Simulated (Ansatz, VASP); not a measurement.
# Two plane-wave programs on In

```
CELL_PARAMETERS angstrom
-1.90597 1.90597 1.90597
1.90597 -1.90597 1.90597
1.90597 1.90597 -1.90597
ATOMIC_POSITIONS crystal
In 0.00000 0.00000 0.00000
```

Alike in both runs: functional PBE; k mesh 15 × 15 × 15; occupations fermi-dirac, width 0.05 eV; non-collinear spin, spin-orbit coupling.

Ansatz relaxed the structure, and its values are those at the end. VASP's run is a single point on that final structure, the one shown.

|  | VASP | Ansatz |
| --- | --- | --- |
| version | VASP 6.6.1 | Ansatz 0.2.0 |
| potentials or method | VASP PAW PBE potentials, release 64 (In_d) | PAW with Ansatz's default frozen-core files, fully relativistic files with spin-orbit coupling |
| plane-wave cutoff (eV) | 520 | 420 |
| valence electrons in the cell | 13 | 13 |

```csv
,VASP,Ansatz,Ansatz less VASP
pressure (GPa),0.0,0.0,0.00
```
